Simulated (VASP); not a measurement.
# Cr (Im-3m) in VASP: notebook, part 2 of 2

VASP 6.6.1. Earlier steps stand in the parts before.

**4. Single point, PBE, collinear spin, ferromagnetic start**

File INCAR:

```
SYSTEM = Cr
PREC = Accurate ; ENCUT = 520
EDIFF = 1E-7 ; ISMEAR = -1
SIGMA = 0.05 ; LREAL = .FALSE.
LASPH = .TRUE. ; NELM = 150
ALGO = Normal ; ISIF = 2
LWAVE = .FALSE. ; LCHARG = .FALSE.
ISPIN = 2 ; MAGMOM = 1.5
LORBIT = 11 ; LMAXMIX = 4
GGA = PE ; NBANDS = 16
```

File KPOINTS:

```
regular mesh
0
G
  4 4 4
  0 0 0
```

File POSCAR:

```
Cr
1.0
   -1.4240148648      1.4240148648      1.4240148648
    1.4240148648     -1.4240148648      1.4240148648
    1.4240148648      1.4240148648     -1.4240148648
Cr
1
Direct
    0.0000000000      0.0000000000      0.0000000000
```

Potentials or basis: VASP PAW PBE potentials, release 64 (Cr_pv).

The run is started by

```
$ cat potpaw_PBE.64/Cr_pv/POTCAR > POTCAR
$ mpirun -np 1 vasp_std > vasp.out
```

OUTCAR:

```text
SYSTEM = Cr
   PREC = Accurate
   ENCUT = 520
   EDIFF = 1E-7
   ISMEAR = -1
   LREAL = .FALSE.
   LASPH = .TRUE.
   NELM = 150
   ISIF = 2
   ISPIN = 2
   LORBIT = 11
   GGA = PE

 ion  position               nearest neighbor table
   1  0.000  0.000  0.000-

  LATTYP: Found a body centered cubic cell.
 ALAT       =     2.8480297296

  Lattice vectors:

 A1 = (  -1.4240148648,   1.4240148648,   1.4240148648)
 A2 = (   1.4240148648,  -1.4240148648,   1.4240148648)
 A3 = (   1.4240148648,   1.4240148648,  -1.4240148648)

Analysis of symmetry for initial positions (statically):
=====================================================================
 Subroutine PRICEL returns:
 Original cell was already a primitive cell.

 Routine SETGRP: Setting up the symmetry group for a
 body centered cubic supercell.

 Subroutine GETGRP returns: Found 48 space group operations
 (whereof 48 operations were pure point group operations)
 out of a pool of 48 trial point group operations.

The static configuration has the point symmetry O_h .

Analysis of symmetry for dynamics (positions and initial velocities):
=====================================================================
 Subroutine PRICEL returns:
 Original cell was already a primitive cell.

 Routine SETGRP: Setting up the symmetry group for a
 body centered cubic supercell.

 Subroutine GETGRP returns: Found 48 space group operations
 (whereof 48 operations were pure point group operations)
 out of a pool of 48 trial point group operations.

The dynamic configuration has the point symmetry O_h .

Analysis of structural, dynamic, and magnetic symmetry:
=====================================================================
 Subroutine PRICEL returns:
 Original cell was already a primitive cell.

 Routine SETGRP: Setting up the symmetry group for a
 body centered cubic supercell.

 Subroutine GETGRP returns: Found 48 space group operations
 (whereof 48 operations were pure point group operations)
 out of a pool of 48 trial point group operations.

[... 121 lines left out ...]

 Free energy of the ion-electron system (eV)
  ---------------------------------------------------
  ext. energy  EPLUGINS =         0.00000000
  ---------------------------------------------------
  free energy    TOTEN  =        -9.48161419 eV

  energy without entropy =       -9.48147602  energy(sigma->0) =       -9.48154510

 E-fermi :  11.0748     XC(G=0): -13.6544

 val. band max:       10.6768423551   @ k =  -0.2500   0.2500   0.2500
 cond. band min:      11.4649500121   @ k =   0.5000   0.5000   0.2500
 fundamental gap:      0.7881076571
 Fermi energy:        11.0747643570

 spin component 1

 k-point     1 :       0.0000    0.0000    0.0000
  band No.  band energies     occupation
      1     -31.5941      1.00000
      2     -31.5941      1.00000
      3     -31.5941      1.00000
      4       3.1199      1.00000
      5      10.1781      1.00000
      6      10.1781      1.00000
[... 128 lines left out ...]
      2     -32.2275      1.00000
      3     -32.2275      1.00000
      4       6.7299      1.00000
      5       6.7299      1.00000
      6      13.5585      0.00000
[... 8 lines left out ...]
     15      34.6407      0.00000
     16      46.4383      0.00000
 Fermi energy:        11.0747643570

 spin component 2

 k-point     1 :       0.0000    0.0000    0.0000
  band No.  band energies     occupation
      1     -31.5941      1.00000
      2     -31.5941      1.00000
      3     -31.5941      1.00000
      4       3.1199      1.00000
      5      10.1781      1.00000
      6      10.1781      1.00000
[... 129 lines left out ...]
      3     -32.2274      1.00000
      4       6.7300      1.00000
      5       6.7300      1.00000
      6      13.5585      0.00000
[... 8 lines left out ...]
     15      34.6407      0.00000
     16      46.4383      0.00000

------------------------ aborting loop because EDIFF is reached ----------------------------------------

  FORCE on cell =-STRESS in cart. coord.  units (eV):
  Direction    XX          YY          ZZ          XY          YZ          ZX
  --------------------------------------------------------------------------------------
  -------------------------------------------------------------------------------------
  Total       -0.1085443     -0.1085443     -0.1085443      0.0000000      0.0000000      0.0000000
  in kB      -15.0561511    -15.0561511    -15.0561511      0.0000000      0.0000000      0.0000000
  external PRESSURE =     -15.0561511 kB  Pullay stress =       0.0000000 kB

 VOLUME and BASIS-vectors are now :
 -----------------------------------------------------------------------------
  energy-cutoff  :      520.00
  volume of cell :       11.55
      direct lattice vectors                 reciprocal lattice vectors
    -1.424014865  1.424014865  1.424014865     0.000000000  0.351119930  0.351119930
     1.424014865 -1.424014865  1.424014865     0.351119930  0.000000000  0.351119930
     1.424014865  1.424014865 -1.424014865     0.351119930  0.351119930  0.000000000

 POSITION                                       TOTAL-FORCE (eV/Angst)
 -----------------------------------------------------------------------------------
      0.00000      0.00000      0.00000         0.000000      0.000000      0.000000
 -----------------------------------------------------------------------------------
    total drift:                                0.000000      0.000000      0.000000

  FREE ENERGIE OF THE ION-ELECTRON SYSTEM (eV)
  ---------------------------------------------------
  free  energy   TOTEN  =        -9.4816141860 eV

  energy  without entropy=       -9.4814760184  energy(sigma->0) =       -9.48154510

 total charge

# of ion       s       p       d       tot
------------------------------------------
    1        0.435   6.378   4.259  11.072

 magnetization (x)

# of ion       s       p       d       tot
------------------------------------------
    1       -0.000   0.000  -0.000  -0.000
```

Wall time 4.6 s (1 thread of Intel Xeon 6975P-C, shared host); peak memory 0.12 GiB.

What came out:

| Quantity | Value |
| --- | --- |
| Free energy | -9.4816 eV |
| Pressure | -1.5 GPa |
| Band gap on the k mesh | zero (filled and empty bands overlap) |
| Net moment | 0.00 μB per cell |
| Valence electrons inside the program's atomic spheres | Cr 11.07 |

Caveat: the k points lie up to 0.78 Å⁻¹ apart; the starting moments collapsed, and a magnetic state may lie lower.
